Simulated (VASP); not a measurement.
Write the native input for VASP 6.6.1 that does the following.

| Property | Result |
| --- | --- |
| Task | single point |
| Functional | PBEsol |
| Potentials or basis | VASP PAW PBE potentials, release 64 (W_sv, C) |
| Cutoff | 520 eV |
| k mesh | 7 × 7 × 7 |
| Occupations | fermi-dirac, width 0.05 eV |
| Spin | non-collinear spin, zero start, spin-orbit coupling |
| Starting moments | [[0.0, 0.0, 0.0], [0.0, 0.0, 0.0]] μB |
| Dipole correction | no |
| Further INCAR settings | ALGO = Normal; EDIFF = 1e-07; NBANDS = 30 |

The structure of WC (Qusongite) lies in POSCAR:

```
WC
1.0
    2.9065000000      0.0000000000      0.0000000000
   -1.4532500000      2.5171028361      0.0000000000
    0.0000000000      0.0000000000      2.8366000000
W C
1 1
Direct
    0.0000000000      0.0000000000      0.0000000000
    0.6666666667      0.3333333333      0.5000000000
```

These files were run (other wordings do the same):

INCAR

```
SYSTEM = WC
PREC = Accurate ; ENCUT = 520
EDIFF = 1E-7 ; ISMEAR = -1
SIGMA = 0.05 ; LREAL = .False.
LASPH = .True. ; NELM = 150
ALGO = Normal ; ISIF = 2
LWAVE = .False. ; LCHARG = .False.
MAGMOM = 0 0 0 0 0 0 ; LORBIT = 11
LSORBIT = .True. ; GGA_COMPAT = .False.
LORBMOM = .True. ; LMAXMIX = 4
GGA = PS ; NBANDS = 30
```

KPOINTS

```
Automatic mesh
0
Gamma
  7 7 7
  0 0 0
```

Potentials or basis: VASP PAW PBE potentials, release 64 (W_sv, C).

Run with:

```sh
$ cat potpaw_PBE.64/W_sv/POTCAR potpaw_PBE.64/C/POTCAR > POTCAR
$ mpirun -np 1 vasp_ncl > vasp.out
```

Results of the run:

```
Pressure                                              : -1.2 GPa
Net moment                                            : 0.00 μB per cell
Valence electrons inside the program's atomic spheres : W 12.21; C 2.41
```

Caveat: the PAW data sets were made with another functional, which shifts forces and pressure a little.

It took 50 s on 1 thread of Intel(R) Xeon(R) Platinum 8488C (Sapphire Rapids), with other jobs on the host, peak memory 0.22 GiB.
